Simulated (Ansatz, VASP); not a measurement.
Two plane-wave programs on Al

```xyz
4
Lattice="2.8125 0.0000 0.0000 -1.4062 2.4357 0.0000 0.0000 0.0000 38.4006" Properties=species:S:1:pos:R:3 pbc="T T T"
Al    1.4062    0.8119    8.5075
Al    0.0000    1.6238    6.2046
Al    1.4062    0.8119   13.0957
Al    0.0000    1.6238   10.7928
```

Alike in both runs: functional r2SCAN; dispersion D4; k mesh 7 × 7 × 1; occupations fermi-dirac, width 0.3 eV; no spin polarisation.

Ansatz relaxed the structure, and its values are those at the end. VASP's run is a single point on that final structure, the one shown.

|  | VASP | Ansatz |
| --- | --- | --- |
| version | VASP 6.6.1 | Ansatz 0.2.0 |
| potentials or method | VASP PAW PBE potentials, release 64 (Al), cutoff 440 eV | plane waves, PAW |
| valence electrons in the cell | 12 | 12 |

Ansatz gave:

```
rms of the force components (eV/Å) : 0.002
```

Question: What did VASP give for the same quantities?

Answer: rms of the force components (eV/Å): 0.005.

VASP's potentials were made for PBE, not for r2SCAN. Ansatz's warnings: slab cell height set, structure snapped to symmetry.

The k mesh is coarse, so the values compare programs but aren't converged.
